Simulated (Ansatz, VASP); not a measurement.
## Two plane-wave programs on Ge2PbSe3

```
Ge Se Pb
1.0
    -2.12472    2.12472    9.00209
     2.12472   -2.12472    9.00209
     2.12472    2.12472   -9.00209
Ge Se Pb
2 3 1
Cartesian
  0.0000 0.0000 14.9102
  0.0000 0.0000 3.0940
  0.0000 0.0000 12.1615
  0.0000 0.0000 0.0000
  0.0000 0.0000 5.8427
  0.0000 0.0000 9.0021
```

Alike in both runs: task single point; functional PBE; k mesh 8 × 8 × 8; occupations fermi-dirac, width 0.02 eV; no spin polarisation.

|  | VASP | Ansatz |
| --- | --- | --- |
| version | VASP 6.6.1 | Ansatz 0.2.0 |
| potentials or method | VASP PAW PBE potentials, release 64 (Ge_d, Se, Pb_d) | plane waves, PAW |
| plane-wave cutoff (eV) | 500 | 420 |
| valence electrons in the cell | 60 | 90 |

|  | VASP | Ansatz | Ansatz less VASP |
| --- | --- | --- | --- |
| pressure (GPa) | -2.7 | -2.7 | +0.02 |
| rms of the force components (eV/Å) | 0.044 | 0.047 | +0.0028 |

The functional is the same, so the differences come from potentials, cutoffs and numerics. VASP's potentials hold 60 valence electrons a cell and Ansatz's 90, so a difference there can come from the potentials and not from the codes.

Neither program's run includes spin-orbit coupling.
